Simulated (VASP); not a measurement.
Crystal: Al2Au.

```
Au Al
1.0
     0.00000    3.00000    3.00000
     3.00000    0.00000    3.00000
     3.00000    3.00000    0.00000
Au Al
1 2
Direct
  0.00000 0.00000 0.00000
  0.75000 0.75000 0.75000
  0.25000 0.25000 0.25000
```

| Item | Value |
| --- | --- |
| Program | VASP 6.6.1 |
| Task | relaxation of cell and atoms |
| Functional | BLYP |
| Potentials or basis | VASP PAW PBE potentials, release 64 (Au, Al) |
| Cutoff | 600 eV |
| k mesh | 8 × 8 × 8 |
| Occupations | fermi-dirac, width 0.05 eV |
| Spin | no spin polarisation |

At the start: pressure 7.6 GPa; volume 18.00 Å³/atom.

Task: How do energy, volume and symmetry change on relaxing?

Result: Over 3 steps the energy falls by 30.0 meV/atom and the volume is 19.37 Å³/atom (+7.6 %); space group Fm-3m (No. 225, to 0.05 Å).

Step by step:
| step | energy change (eV) | largest force (eV/Å) | pressure (GPa) | volume (Å³) |
| --- | --- | --- | --- | --- |
| 1 | 0.0000 | 0.0000 | 7.60 | 54.00 |
| 2 | -0.0562 | 0.0000 | -3.66 | 60.95 |
| 3 | -0.0901 | 0.0000 | 0.02 | 58.11 |

Final structure:
```
Au Al
1.0
     0.00000    3.07424    3.07424
     3.07424    0.00000    3.07424
     3.07424    3.07424    0.00000
Au Al
1 2
Cartesian
  0.0000 0.0000 0.0000
  4.6114 4.6114 4.6114
  1.5371 1.5371 1.5371
```

Caveat: the PAW data sets were made with another functional, which shifts forces and pressure a little.
